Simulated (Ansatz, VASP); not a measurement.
# SnSe: VASP beside Ansatz

```xyz
2
Lattice="0.0000 2.9898 2.9898 2.9898 0.0000 2.9898 2.9898 2.9898 0.0000" Properties=species:S:1:pos:R:3 pbc="T T T"
Sn    0.0000    0.0000    0.0000
Se    2.9898    2.9898    2.9898
```

Change from the starting cell: volume scaled by 0.98.

Alike in both runs: task single point; functional PBEsol; k mesh 7 × 7 × 7; occupations fermi-dirac, width 0.01 eV; no spin polarisation.

|  | VASP | Ansatz |
| --- | --- | --- |
| version | VASP 6.6.1 | Ansatz 0.2.0 |
| potentials or method | VASP PAW PBE potentials, release 64 (Sn_d, Se), cutoff 520 eV | all-electron LAPW, scalar-relativistic |

```tsv
	VASP	Ansatz	Ansatz less VASP
pressure (GPa)	-0.9	-0.9	-0.01
```

VASP's potentials were made for PBE, not for PBEsol. Ansatz ran all-electron here, and VASP with PAW potentials.
